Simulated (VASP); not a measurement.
Write the native input for VASP 6.6.1 that does the following.

```yaml
Task: single point
Functional: r2SCAN
Potentials_or_basis: VASP PAW PBE potentials, release 64 (Al)
Cutoff: 520 eV
k_mesh: 13 × 13 × 7
Occupations: fermi-dirac, width 0.1 eV
Spin: non-collinear spin, zero start, spin-orbit coupling
Starting_moments: "[[0.0, 0.0, 0.0], [0.0, 0.0, 0.0]] μB"
Dipole_correction: no
Further_INCAR_settings: ALGO = Normal; EDIFF = 1e-06; NBANDS = 18
```

Al:

```
CELL_PARAMETERS angstrom
2.83971 0.00000 0.00000
-1.41985 2.45926 0.00000
0.00000 0.00000 4.58414
ATOMIC_POSITIONS crystal
Al 0.33333 0.66667 0.25000
Al 0.66667 0.33333 0.75000
```

This isn't the form of Al at room conditions, which is fcc.

These files were run (other wordings do the same):

POSCAR

```
Al
1.0
    2.8397085839      0.0000000000      0.0000000000
   -1.4198542919      2.4592597730      0.0000000000
    0.0000000000      0.0000000000      4.5841382694
Al
2
Direct
    0.3333333333      0.6666666667      0.2500000000
    0.6666666667      0.3333333333      0.7500000000
```

INCAR.step1

```
SYSTEM = Al
PREC = Accurate
ENCUT = 520
ISMEAR = -1
SIGMA = 0.1
LREAL = .FALSE.
LASPH = .TRUE.
NELM = 150
MAGMOM = 0 0 0 0 0 0
LSORBIT = .TRUE.
GGA_COMPAT = .FALSE.
NBANDS = 18
GGA = PE
ALGO = Normal
EDIFF = 1E-4
LWAVE = .TRUE.
LCHARG = .FALSE.
```

INCAR.step2

```
SYSTEM = Al
PREC = Accurate
ENCUT = 520
EDIFF = 1E-6
ISMEAR = -1
SIGMA = 0.1
LREAL = .FALSE.
LASPH = .TRUE.
NELM = 150
ALGO = Normal
ISIF = 2
LWAVE = .FALSE.
LCHARG = .TRUE.
MAGMOM = 0 0 0 0 0 0
LORBIT = 11
LSORBIT = .TRUE.
GGA_COMPAT = .FALSE.
LORBMOM = .TRUE.
METAGGA = R2SCAN
LMIXTAU = .TRUE.
LVHAR = .TRUE.
NBANDS = 18
ISTART = 1
```

KPOINTS

```
regular mesh
0
G
  13 13 7
  0 0 0
```

Potentials or basis: VASP PAW PBE potentials, release 64 (Al).

Launch:

```sh
$ cat potpaw_PBE.64/Al/POTCAR > POTCAR
$ cp INCAR.step1 INCAR
$ mpirun -np 1 vasp_ncl > vasp.out
$ cp INCAR.step2 INCAR
$ mpirun -np 1 vasp_ncl > vasp.out
```

It gave:

```
Pressure                                              : -0.3 GPa
Net moment                                            : 0.00 μB per cell
Valence electrons inside the program's atomic spheres : Al 0.78
```

Caveat: the PAW data sets were made with another functional, which shifts forces and pressure a little.

It took 12 min on 1 thread of Intel Xeon 8259CL, with other jobs on the host, peak memory 0.3 GiB.
